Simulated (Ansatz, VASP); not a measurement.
**CdS: VASP beside Ansatz**

File INCAR:

```
PREC = Accurate
ENCUT = 520
EDIFF = 1E-6
ISMEAR = -1
SIGMA = 0.02
LREAL = False
LASPH = True
NELM = 80
ALGO = Normal
ISIF = 2
LWAVE = False
LCHARG = True
GGA = PE
LELF = True
LVHAR = True
NBANDS = 16
```

File KPOINTS:

```
Automatic mesh
0
Gamma
  6 6 6
```

File POSCAR:

```
CdS
1.0
    3.3869086140      0.0000000000      0.0000000000
    0.0000000000      3.3869086140      0.0000000000
    0.0000000000      0.0000000000      3.3869086140
Cd S
1 1
Direct
    0.0000000000      0.0000000000      0.0000000000
    0.5000000000      0.5000000000      0.5000000000
```

Input for Ansatz:

```yaml
crystal:
  lattice:
    - [3.386908614, 0.0, 0.0]
    - [0.0, 3.386908614, 0.0]
    - [0.0, 0.0, 3.386908614]
  atoms:
    - { symbol: Cd, position: [0.0, 0.0, 0.0] }
    - { symbol: S, position: [0.5, 0.5, 0.5] }
kpoints:
  mp_grid: { grid: [6, 6, 6] }
hamiltonian:
  xc: pbe
scf:
  occupations: { method: fermi_dirac, width: 0.02 }
  n_extra_bands: 4
output:
  forces: true
  stress: true
  eigenvalues: true
basis:
  ecutwfc: 500
```

Alike in both runs: task single point; functional PBE; k mesh 6 × 6 × 6; occupations fermi-dirac, width 0.02 eV; no spin polarisation.

|  | VASP | Ansatz |
| --- | --- | --- |
| version | VASP 6.6.1 | Ansatz 0.2.0 |
| potentials or method | VASP PAW PBE potentials, release 64 (Cd, S), cutoff 520 eV | plane waves |
| valence electrons in the cell | 18 | 26 |

Ansatz gave:

- pressure (GPa): 1.7

Question: Estimate VASP's values.

Answer: Pressure (GPa): 2.0.

The functional is the same, so the differences come from potentials, cutoffs and numerics. VASP's potentials hold 18 valence electrons a cell and Ansatz's 26, so a difference there can come from the potentials and not from the codes.
